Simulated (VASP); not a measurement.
# GaN (P6_3mc) in VASP: single point with PBE

Aim: the single point of GaN with PBE.

Program: VASP 6.6.1. These are calculated values, not measurements. Logs are shortened: lines on timing, memory, paths and dates and some standing lists are left out, and cuts for length are marked.

**1. The cell of the first run**

It takes space group P6_3mc (No. 186, hexagonal). The conventional cell has a = 3.180 Å, b = 3.180 Å, c = 5.166 Å, α = 90.00°, β = 90.00°, γ = 120.00°. Within 2.6 Å of Ga (site symmetry 3m) lie 4 N at 1.94 to 1.95 Å. Within 2.6 Å of N (site symmetry 3m) lie 4 Ga at 1.94 to 1.95 Å.

**2. Single point, PBE**

The input, INCAR:

```
SYSTEM = GaN
PREC = Accurate
ENCUT = 520
EDIFF = 1E-6
ISMEAR = 0
SIGMA = 0.01
LREAL = .FALSE.
LASPH = .TRUE.
NELM = 60
ALGO = Normal
ISIF = 2
LWAVE = .FALSE.
LCHARG = .FALSE.
GGA = PE
NBANDS = 26
```

The input, KPOINTS:

```
Automatic mesh
0
G
  12 12 4
  0 0 0
```

The input, POSCAR:

```
GaN
1.0
    3.1799995473      0.0000000000      0.0000000000
   -1.5899997737      2.7539603920      0.0000000000
    0.0000000000      0.0000000000      5.1660000000
Ga N
2 2
Direct
    0.3333333333      0.6666666667     -0.0010352198
    0.6666666667      0.3333333333      0.4989647802
    0.3333333333      0.6666666667      0.3760352198
    0.6666666667      0.3333333333      0.8760352198
```

Potentials or basis: VASP PAW PBE potentials, release 64 (Ga_d, N).

Launch:

```console
$ cat potpaw_PBE.64/Ga_d/POTCAR potpaw_PBE.64/N/POTCAR > POTCAR
$ mpirun -np 1 vasp_std > vasp.out
```

OUTCAR:

```text
SYSTEM = GaN
   PREC = Accurate
   ENCUT = 520
   EDIFF = 1E-6
   ISMEAR = 0
   LREAL = .FALSE.
   LASPH = .TRUE.
   NELM = 60
   ISIF = 2
   GGA = PE

 ion  position               nearest neighbor table
   1  0.333  0.667  0.999-   4 1.94   4 1.94   4 1.94   3 1.95
   2  0.667  0.333  0.499-   3 1.94   3 1.94   3 1.94   4 1.95
   3  0.333  0.667  0.376-   2 1.94   2 1.94   2 1.94   1 1.95
   4  0.667  0.333  0.876-   1 1.94   1 1.94   1 1.94   2 1.95

  LATTYP: Found a hexagonal cell.
 ALAT       =     3.1799995473
 C/A-ratio  =     1.6245285332

  Lattice vectors:

 A1 = (   3.1799995473,   0.0000000000,   0.0000000000)
 A2 = (  -1.5899997737,   2.7539603920,   0.0000000000)
 A3 = (   0.0000000000,   0.0000000000,   5.1660000000)

Analysis of symmetry for initial positions (statically):
=====================================================================
 Subroutine PRICEL returns:
 Original cell was already a primitive cell.

 Routine SETGRP: Setting up the symmetry group for a
 hexagonal supercell.

 Subroutine GETGRP returns: Found 12 space group operations
 (whereof  6 operations were pure point group operations)
 out of a pool of 24 trial point group operations.

The static configuration has the point symmetry C_3v.
 The point group associated with its full space group is C_6v.

Analysis of symmetry for dynamics (positions and initial velocities):
=====================================================================
 Subroutine PRICEL returns:
 Original cell was already a primitive cell.

 Routine SETGRP: Setting up the symmetry group for a
 hexagonal supercell.

 Subroutine GETGRP returns: Found 12 space group operations
 (whereof  6 operations were pure point group operations)
 out of a pool of 24 trial point group operations.

The dynamic configuration has the point symmetry C_3v.
 The point group associated with its full space group is C_6v.

 Subroutine INISYM returns: Found 12 space group operations
 (whereof  6 operations are pure point group operations),
 and found     1 'primitive' translations

----------------------------------------------------------------------------------------

                                     Primitive cell
[... 90 lines left out ...]
   LNONCOLLINEAR =      F non collinear calculations
   LSORBIT =      F    spin-orbit coupling
   LASPH  =      T    aspherical Exc in radial PAW
   ENCUT  =  520.0 eV  38.22 Ry    6.18 a.u.   5.91  5.91  9.61*2*pi/ulx,y,z
   NELM   =     60;   NELMIN=  2; NELMDL= -5     # of ELM steps
   EDIFF  = 0.1E-05   stopping-criterion for ELM
   LREAL  =      F    real-space projection
   EDIFFG = 0.1E-04   stopping-criterion for IOM
   NSW    =      0    number of steps for IOM
   IBRION =     -1    ionic relax: 0-MD 1-quasi-New 2-CG
   NFREE  =      0    steps in history (QN), initial steepest desc. (CG)
   ISIF   =      2    stress and relaxation
   ISYM   =      2    0-nonsym 1-usesym 2-fastsym
   POTIM  = 0.5000    time-step for ionic-motion
   TEBEG  =    0.0;   TEEND  =   0.0 temperature during run
   PSTRESS=    0.0 pullay stress
   NELECT =      36.0000    total number of electrons
   NUPDOWN=      -1.0000    fix difference up-down
   EMIN   =  10.00;   EMAX   =-10.00  energy-range for DOS
   EFERMI =   0.00;   METHOD = LEGACY
   ISMEAR =     0;   SIGMA  =   0.01  broadening in eV -4-tet -1-fermi 0-gaus
   EFERMI_NEDOS =   21; number of points for ismear=-14 and -15
   IALGO  =     38    algorithm
   IMIX   =      4    mixing-type and parameters
     AMIX     =   0.40;   BMIX     =  1.00
     AMIX_MAG =   1.60;   BMIX_MAG =  1.00
  volume/ion in A,a.u.               =      11.31        76.33
  Fermi-wavevector in a.u.,A,eV,Ry     =   1.517036  2.866783 31.312433  2.301399
  Thomas-Fermi vector in A             =   2.626346
   LORBIT       =      0    0 simple, 1 ext, 2 COOP (PROOUT), +10 PAW based schemes
   GGA     = PE    functional components
   LHFCALC =     F    Hartree Fock is set to
   AEXX    =    0.0000 exact exchange contribution
   IVDW    =     0    specifies the selected vdW correction
   LEPSILON=     F    determine dielectric tensor
   LRPA    =     F    only Hartree local field effects (RPA)
 non-spin polarized calculation
 Gauss-broadening in eV      SIGMA  =   0.01
  energy-cutoff  :      520.00
  volume of cell :       45.24
 maximum number of plane-waves:      1236
 NGX is ok and might be reduce to    24
   NGX = 11   NGY = 11   NGZ = 19

 number of electron      36.0000002 magnetization

 Free energy of the ion-electron system (eV)
  ---------------------------------------------------
  ext. energy  EPLUGINS =         0.00000000
  ---------------------------------------------------
  free energy    TOTEN  =       -24.28645041 eV

  energy without entropy =      -24.28645041  energy(sigma->0) =      -24.28645041

 E-fermi :   5.5423     XC(G=0): -11.7219

 val. band max:        5.4212474614   @ k =   0.0000   0.0000   0.0000
 cond. band min:       7.4074280222   @ k =   0.0000   0.0000   0.0000
 fundamental gap:      1.9861805608
 Fermi energy:         5.5422971433

 k-point     1 :       0.0000    0.0000    0.0000
  band No.  band energies     occupation
      1     -10.6379      2.00000
      2      -9.6835      2.00000
      3      -8.0190      2.00000
      4      -8.0041      2.00000
      5      -8.0041      2.00000
      6      -7.9406      2.00000
[... 685 lines left out ...]
     25      16.5322      0.00000
     26      18.4408      0.00000

 [... further k-points ...]

------------------------ aborting loop because EDIFF is reached ----------------------------------------

  FORCE on cell =-STRESS in cart. coord.  units (eV):
  Direction    XX          YY          ZZ          XY          YZ          ZX
  --------------------------------------------------------------------------------------
  -------------------------------------------------------------------------------------
  Total        1.9930368      1.9930368      2.2418695     -0.0000000     -0.0000000      0.0000000
  in kB       70.5808286     70.5808286     79.3929157     -0.0000000     -0.0000000      0.0000000
  external PRESSURE =      73.5181910 kB  Pullay stress =       0.0000000 kB

 VOLUME and BASIS-vectors are now :
 -----------------------------------------------------------------------------
  energy-cutoff  :      520.00
  volume of cell :       45.24
      direct lattice vectors                 reciprocal lattice vectors
     3.179999547  0.000000000  0.000000000     0.314465454  0.181556714  0.000000000
    -1.589999774  2.753960392  0.000000000     0.000000000  0.363113429  0.000000000
     0.000000000  0.000000000  5.166000000     0.000000000  0.000000000  0.193573364

 POSITION                                       TOTAL-FORCE (eV/Angst)
 -----------------------------------------------------------------------------------
     -0.00000      1.83597      5.16065        -0.000000      0.000000     -0.002068
      1.59000      0.91799      2.57765        -0.000000     -0.000000     -0.002068
     -0.00000      1.83597      1.94260        -0.000000      0.000000      0.002068
      1.59000      0.91799      4.52560         0.000000     -0.000000      0.002068
 -----------------------------------------------------------------------------------
    total drift:                               -0.000001     -0.000001     -0.000653

  FREE ENERGIE OF THE ION-ELECTRON SYSTEM (eV)
  ---------------------------------------------------
  free  energy   TOTEN  =       -24.2864504132 eV

  energy  without entropy=      -24.2864504132  energy(sigma->0) =      -24.28645041
```

stdout:

```text
POSCAR found type information on POSCAR GaN
 POSCAR found :  2 types and       4 ions
 scaLAPACK will be used
 LDA part: xc-table for (Slater+PW92), standard interpolation
 POSCAR, INCAR and KPOINTS ok, starting setup
 FFT: planning ... GRIDC
 FFT: planning ... GRID_SOFT
 FFT: planning ... GRID
 WAVECAR not read
 entering main loop
```

Wall time 44 s (1 thread of Intel Xeon Platinum 8488C (Sapphire Rapids), shared host); peak memory 0.19 GiB.

What came out:

- Free energy: -24.2865 eV
- Pressure: 7.4 GPa
- Band gap on the k mesh: 1.99 eV

Forces in eV/Å, atoms in the order of the input:
```
Ga   0.000  0.000 -0.002
Ga   0.000  0.000 -0.002
N    0.000  0.000  0.002
N    0.000  0.000  0.002
```

Stress tensor (GPa, compression positive):
```
7.06 0.00 0.00
0.00 7.06 0.00
0.00 0.00 7.94
```

Caveat: the cell stands under pressure. As with any semilocal functional, this PBE gap is likely too small.
